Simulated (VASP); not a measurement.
# Cr (Im-3m) in VASP: a series of runs, part 2 of 2

VASP 6.6.1.

### Step 3. Single point, RPBE, non-collinear spin, zero start, spin-orbit coupling

This run uses another cell than the first one, of 11.80 Å³/atom, 0.893 times its volume.

Contents of INCAR:

```
SYSTEM = Cr
PREC = Accurate ; ENCUT = 520
EDIFF = 1E-7 ; ISMEAR = -1
SIGMA = 0.1 ; LREAL = .FALSE.
LASPH = .TRUE. ; NELM = 150
ALGO = Normal ; ISIF = 2
LWAVE = .FALSE. ; LCHARG = .FALSE.
MAGMOM = 0 0 0 ; LORBIT = 11
LSORBIT = .TRUE. ; GGA_COMPAT = .FALSE.
LORBMOM = .TRUE. ; LMAXMIX = 4
GGA = RP ; NBANDS = 23
```

Contents of KPOINTS:

```
regular mesh
0
G
  15 15 15
  0 0 0
```

Contents of POSCAR:

```
Cr
1.0
   -1.4341531874      1.4341531874      1.4341531874
    1.4341531874     -1.4341531874      1.4341531874
    1.4341531874      1.4341531874     -1.4341531874
Cr
1
Direct
    0.0000000000      0.0000000000      0.0000000000
```

Potentials or basis: VASP PAW PBE potentials, release 64 (Cr_pv).

On the command line:

```console
cat potpaw_PBE.64/Cr_pv/POTCAR > POTCAR
mpirun -np 1 vasp_ncl > vasp.out
```

OUTCAR:

```text
SYSTEM = Cr
   PREC = Accurate
   ENCUT = 520
   EDIFF = 1E-7
   ISMEAR = -1
   LREAL = .FALSE.
   LASPH = .TRUE.
   NELM = 150
   ISIF = 2
   LORBIT = 11
   LSORBIT = .TRUE.
   GGA = RP

 ion  position               nearest neighbor table
   1  0.000  0.000  0.000-

  LATTYP: Found a body centered cubic cell.
 ALAT       =     2.8683063748

  Lattice vectors:

 A1 = (  -1.4341531874,   1.4341531874,   1.4341531874)
 A2 = (   1.4341531874,  -1.4341531874,   1.4341531874)
 A3 = (   1.4341531874,   1.4341531874,  -1.4341531874)

Analysis of symmetry for initial positions (statically):
=====================================================================
 Subroutine PRICEL returns:
 Original cell was already a primitive cell.

 Routine SETGRP: Setting up the symmetry group for a
 body centered cubic supercell.

 Subroutine GETGRP returns: Found 48 space group operations
[... 9 lines left out ...]

 Routine SETGRP: Setting up the symmetry group for a
 body centered cubic supercell.

 Subroutine GETGRP returns: Found 48 space group operations
 (whereof 48 operations were pure point group operations)
 out of a pool of 48 trial point group operations.

The dynamic configuration has the point symmetry O_h .

Analysis of structural, dynamic, and magnetic symmetry:
=====================================================================
 Subroutine PRICEL returns:
 Original cell was already a primitive cell.

 Routine SETGRP: Setting up the symmetry group for a
 body centered cubic supercell.

 Subroutine GETGRP returns: Found 48 space group operations
 (whereof 48 operations were pure point group operations)
 out of a pool of 48 trial point group operations.

The overall configuration has the point symmetry O_h .
[... 785 lines left out ...]
  -------------------------------------------------------------------------------------
  Total       -0.0290316     -0.0290316     -0.0290316      0.0000000     -0.0000000      0.0000000
  in kB       -3.9421678     -3.9421678     -3.9421678      0.0000000     -0.0000000      0.0000000
  external PRESSURE =      -3.9421678 kB  Pullay stress =       0.0000000 kB

 VOLUME and BASIS-vectors are now :
 -----------------------------------------------------------------------------
  energy-cutoff  :      520.00
  volume of cell :       11.80
      direct lattice vectors                 reciprocal lattice vectors
    -1.434153187  1.434153187  1.434153187     0.000000000  0.348637792  0.348637792
     1.434153187 -1.434153187  1.434153187     0.348637792  0.000000000  0.348637792
     1.434153187  1.434153187 -1.434153187     0.348637792  0.348637792  0.000000000

 POSITION                                       TOTAL-FORCE (eV/Angst)
 -----------------------------------------------------------------------------------
      0.00000      0.00000      0.00000         0.000000      0.000000      0.000000
 -----------------------------------------------------------------------------------
    total drift:                                0.000000      0.000000      0.000000

  FREE ENERGIE OF THE ION-ELECTRON SYSTEM (eV)
  ---------------------------------------------------
  free  energy   TOTEN  =        -9.0080238091 eV

  energy  without entropy=       -8.9795731138  energy(sigma->0) =       -8.99379846

 orbital moment (x)

 # of ion     p       d       tot
 ----------------------------------------
  1         0.000   0.000   0.000
 ----------------------------------------
            0.000   0.000   0.000

 orbital moment (y)

 # of ion     p       d       tot
 ----------------------------------------
  1         0.000  -0.000  -0.000
 ----------------------------------------
            0.000  -0.000  -0.000

 orbital moment (z)

 # of ion     p       d       tot
 ----------------------------------------
  1         0.000   0.000   0.000
 ----------------------------------------
            0.000   0.000   0.000

 Spin-Orbit-Coupling matrix elements

 Ion:    1  E_soc:     -0.0230531
 l=   1
     0.0000000    -0.0030314    -0.0030314
    -0.0030314     0.0000000    -0.0030314
    -0.0030314    -0.0030314     0.0000000
 l=   2
     0.0000000    -0.0002133     0.0000000    -0.0002133    -0.0005975
    -0.0002133     0.0000000    -0.0004481    -0.0002133    -0.0001494
     0.0000000    -0.0004481     0.0000000    -0.0004481     0.0000000
    -0.0002133    -0.0002133    -0.0004481     0.0000000    -0.0001494
    -0.0005975    -0.0001494     0.0000000    -0.0001494     0.0000000
 l=   3
     0.0000000     0.0000000     0.0000000     0.0000000     0.0000000     0.0000000     0.0000000
     0.0000000     0.0000000     0.0000000     0.0000000     0.0000000     0.0000000     0.0000000
     0.0000000     0.0000000     0.0000000     0.0000000     0.0000000     0.0000000     0.0000000
     0.0000000     0.0000000     0.0000000     0.0000000     0.0000000     0.0000000     0.0000000
     0.0000000     0.0000000     0.0000000     0.0000000     0.0000000     0.0000000     0.0000000
     0.0000000     0.0000000     0.0000000     0.0000000     0.0000000     0.0000000     0.0000000
     0.0000000     0.0000000     0.0000000     0.0000000     0.0000000     0.0000000     0.0000000

 total charge

# of ion       s       p       d       tot
------------------------------------------
    1        0.448   6.392   4.181  11.021

 magnetization (x)

# of ion       s       p       d       tot
------------------------------------------
    1        0.000  -0.000   0.000   0.000

 magnetization (y)

# of ion       s       p       d       tot
------------------------------------------
    1       -0.000   0.000   0.000   0.000

 magnetization (z)

# of ion       s       p       d       tot
------------------------------------------
    1        0.000   0.000   0.000   0.000
```

OSZICAR:

```text
N       E                     dE             d eps       ncg     rms          rms(c)
DAV:   1     0.121327894265E+03    0.12133E+03   -0.65985E+03  5552   0.128E+03
DAV:   2    -0.663841507888E+01   -0.12797E+03   -0.12305E+03  5639   0.378E+02
DAV:   3    -0.106006354924E+02   -0.39622E+01   -0.39285E+01  6801   0.787E+01
DAV:   4    -0.106362410518E+02   -0.35606E-01   -0.35567E-01  6262   0.733E+00
DAV:   5    -0.106367223388E+02   -0.48129E-03   -0.47993E-03  6143   0.790E-01    0.124E+01
DAV:   6    -0.902716523366E+01    0.16096E+01   -0.48717E+00  5891   0.367E+01    0.205E+00
DAV:   7    -0.901633873033E+01    0.10827E-01   -0.83820E-02  5849   0.375E+00    0.108E+00
DAV:   8    -0.900802916184E+01    0.83096E-02   -0.26611E-03  6409   0.818E-01    0.322E-01
DAV:   9    -0.900801950437E+01    0.96575E-05   -0.35714E-04  5884   0.278E-01    0.845E-02
DAV:  10    -0.900803731052E+01   -0.17806E-04   -0.54638E-05  6059   0.110E-01    0.315E-02
DAV:  11    -0.900802666615E+01    0.10644E-04   -0.12360E-05  5919   0.618E-02    0.523E-03
DAV:  12    -0.900802384743E+01    0.28187E-05   -0.21619E-07  5792   0.729E-03    0.107E-03
DAV:  13    -0.900802380911E+01    0.38319E-07   -0.23510E-08  3453   0.199E-03
   1 F= -.90080238E+01 E0= -.89937985E+01  d E =-.284507E-01  mag=     0.0000    -0.0000     0.0000
```

Wall time 40 s (1 thread of Intel Xeon 6975P-C (Granite Rapids), shared host); peak memory 0.17 GiB.

Results:

```
Free energy                                           : -9.0080 eV
Pressure                                              : -0.4 GPa
Net moment                                            : 0.00 μB per cell
Valence electrons inside the program's atomic spheres : Cr 11.02
```

Moments on the atoms (μB; x, y, z):
```
Cr  0.00 0.00 0.00
```

Caveat: the PAW data sets were made with another functional, which shifts forces and pressure a little.
